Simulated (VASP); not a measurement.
A run of VASP 6.6.1 is set up as follows.

INCAR

```
PREC = Accurate
ENCUT = 630
EDIFF = 1E-6
ISMEAR = -1
SIGMA = 0.02
LREAL = F
LASPH = T
NELM = 120
ALGO = Normal
ISIF = 2
LWAVE = F
LCHARG = T
GGA = PE
LELF = T
LVHAR = T
NBANDS = 20
GGA_COMPAT = F
```

The input KPOINTS:

```
regular mesh
0
Gamma
  8 8 8
```

POSCAR

```
AgCl
1.0
    3.4641789166      0.0000000000      0.0000000000
    0.0000000000      3.3955880382      0.0000000000
    0.0000000000      0.0000000000      3.3955880382
Ag Cl
1 1
Direct
    0.0000000000      0.0000000000      0.0000000000
    0.5000000000      0.5000000000      0.5000000000
```

Potentials or basis: VASP PAW PBE potentials, release 64 (Ag_sv_GW, Cl).

The run is started by

```console
$ cat potpaw_PBE.64/Ag_sv_GW/POTCAR potpaw_PBE.64/Cl/POTCAR > POTCAR
$ mpirun -np 1 vasp_std > vasp.out
```

Task: Estimate the band gap on the k mesh.

Result: 0.56 eV (least direct gap 2.06 eV).

Task: What does it give for the pressure?

Result: 0.4 GPa.

Stress tensor (GPa, compression positive):
```
-0.25  0.00  0.00
 0.00  0.73  0.00
 0.00  0.00  0.73
```

Caveat: the cell differs from its parent crystal (uniaxial x strain +2.0%); the structure was generated, so it needn't be the stable form of AgCl; semilocal functionals underestimate gaps, and a narrow one can read as zero. A k mesh can miss the band edges.
